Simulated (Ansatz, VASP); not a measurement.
**SiO2: VASP beside Ansatz**

INCAR

```
ALGO = Normal
EDIFF = 1E-7
ENCUT = 520
GGA = PE
ISIF = 2
ISMEAR = 0
LASPH = True
LCHARG = False
LREAL = False
LWAVE = False
NBANDS = 25
NELM = 100
PREC = Accurate
SIGMA = 0.05
```

KPOINTS

```
k-points
0
Gamma
  6 6 8
```

Contents of POSCAR:

```
SiO2
1.0
    4.2358788266      0.0000000000      0.0000000000
    0.0000000000      3.9393673087      0.0000000000
    0.0000000000      0.0000000000      2.6897743046
Si O
2 4
Direct
    0.5000000000      0.5000000000      0.5000000000
    0.0000000000      0.0000000000      0.0000000000
    0.6836979468      0.7023276386      0.0000000000
    0.1836979468      0.7976723614      0.5000000000
    0.3163020532      0.2976723614      0.0000000000
    0.8163020532      0.2023276386      0.5000000000
```

Input for Ansatz:

```yaml
crystal:
  lattice:
    - [4.2358788266, 0.0, 0.0]
    - [0.0, 3.9393673087, 0.0]
    - [0.0, 0.0, 2.6897743046]
  atoms:
    - { symbol: Si, position: [0.5, 0.5, 0.5] }
    - { symbol: Si, position: [0.0, 0.0, 0.0] }
    - { symbol: O, position: [0.6836979468, 0.7023276386, 0.0] }
    - { symbol: O, position: [0.1836979468, 0.7976723614, 0.5] }
    - { symbol: O, position: [0.3163020532, 0.2976723614, 0.0] }
    - { symbol: O, position: [0.8163020532, 0.2023276386, 0.5] }
basis:
  ecutwfc: 520.0
kpoints:
  mp_grid: { grid: [6, 6, 8] }
hamiltonian:
  xc: pbe
  pseudopotentials: { kind: paw, azcp: { folder: soft_1 } }
scf:
  occupations: { method: gaussian, width: 0.05 }
output:
  forces: true
  stress: true
  eigenvalues: true
```

Change from the starting cell: mode 4 frozen in at -0.056 Å, normal strain along y -0.0700.

Alike in both runs: task single point; functional PBE; k mesh 6 × 6 × 8; occupations gaussian, width 0.05 eV; no spin polarisation.

|  | VASP | Ansatz |
| --- | --- | --- |
| version | VASP 6.6.1 | Ansatz 0.2.0 |
| potentials or method | VASP PAW PBE potentials, release 64 (Si, O), cutoff 520 eV | scalar-relativistic, plane waves, PAW |
| valence electrons in the cell | 32 | 32 |

```tsv
	VASP	Ansatz	Ansatz less VASP
gap on the k mesh at the Fermi level (eV)	6.20	6.22	+0.015
least direct gap on the mesh (eV)	6.20	6.22	+0.015
pressure (GPa)	23.5	23.2	-0.28
traceless stress, the component that is largest in VASP (GPa)	14.01	14.26	+0.252
rms of the force components (eV/Å)	0.359	0.352	-0.0064
```

Atom by atom the forces differ by 0.007 eV/Å (rms over components). With one functional, cell and mesh, what is left measures potentials, basis and numerics.
